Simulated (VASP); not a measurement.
Write the native input for VASP 6.6.1 that does the following.

```yaml
Task: single point
Functional: LDA
Potentials_or_basis: VASP PAW LDA potentials, release 64 (Na_pv)
Cutoff: 500 eV
k_mesh: 3 × 3 × 3
Occupations: gaussian, width 0.1 eV
Spin: no spin polarisation
Dipole_correction: no
Further_INCAR_settings: LREAL = Auto; ALGO = Normal; EDIFF = 1e-06; NBANDS = 134
```

The structure of Na lies in POSCAR:

```
Na
1.0
    8.1012357520      0.0000000000     -8.1012357520
    8.1012357520     -8.1012357520      0.0000000000
    0.0000000000     -8.1012357520     -8.1012357520
Na
32
Direct
    0.8750000000      0.8750000000      0.8750000000
    0.8750000000      0.3750000000      0.8750000000
    0.3750000000      0.8750000000      0.8750000000
    0.7500000000      0.7500000000      0.7500000000
    0.3750000000      0.3750000000      0.8750000000
    0.7500000000      0.2500000000      0.7500000000
    0.2500000000      0.7500000000      0.7500000000
    0.6250000000      0.6250000000      0.6250000000
    0.8750000000      0.8750000000      0.3750000000
    0.2500000000      0.2500000000      0.7500000000
    0.6250000000      0.1250000000      0.6250000000
    0.1250000000      0.6250000000      0.6250000000
    0.5000000000      0.5000000000      0.5000000000
    0.8750000000      0.3750000000      0.3750000000
    0.3750000000      0.8750000000      0.3750000000
    0.7500000000      0.7500000000      0.2500000000
    0.1250000000      0.1250000000      0.6250000000
    0.5000000000      0.0000000000      0.5000000000
    0.0000000000      0.5000000000      0.5000000000
    0.3750000000      0.3750000000      0.3750000000
    0.7500000000      0.2500000000      0.2500000000
    0.2500000000      0.7500000000      0.2500000000
    0.6250000000      0.6250000000      0.1250000000
    0.0000000000      1.0000000000      0.5000000000
    0.2500000000      0.2500000000      0.2500000000
    0.6250000000      0.1250000000      0.1250000000
    0.1250000000      0.6250000000      0.1250000000
    0.5000000000      0.5000000000      0.0000000000
    0.1250000000      0.1250000000      0.1250000000
    0.5000000000      0.0000000000      0.0000000000
    0.0000000000      0.5000000000      0.0000000000
    0.0000000000      0.0000000000      0.0000000000
```

One way to write it, as run:

INCAR

```
PREC = Accurate ; ENCUT = 500
EDIFF = 1E-6 ; ISMEAR = 0
SIGMA = 0.1 ; LREAL = Auto
LASPH = True ; NELM = 120
ALGO = Normal ; ISIF = 2
LWAVE = False ; LCHARG = False
NBANDS = 134 ; GGA_COMPAT = False
```

KPOINTS

```
Automatic mesh
0
Gamma
  3 3 3
```

Potentials or basis: VASP PAW LDA potentials, release 64 (Na_pv).

Command:

```console
$ cat potpaw_LDA.64/Na_pv/POTCAR > POTCAR
$ mpirun -np 1 vasp_std > vasp.out
```

It gave:

```json
{
 "Pressure": "0.0 GPa",
 "Band gap on the k mesh": "zero (bands 112 and 113 overlap by 1.07 eV)"
}
```

Run time: 7.9 min on 1 thread of Intel(R) Xeon(R) 6975P-C (Granite Rapids), on a shared host, peak memory 0.86 GiB.
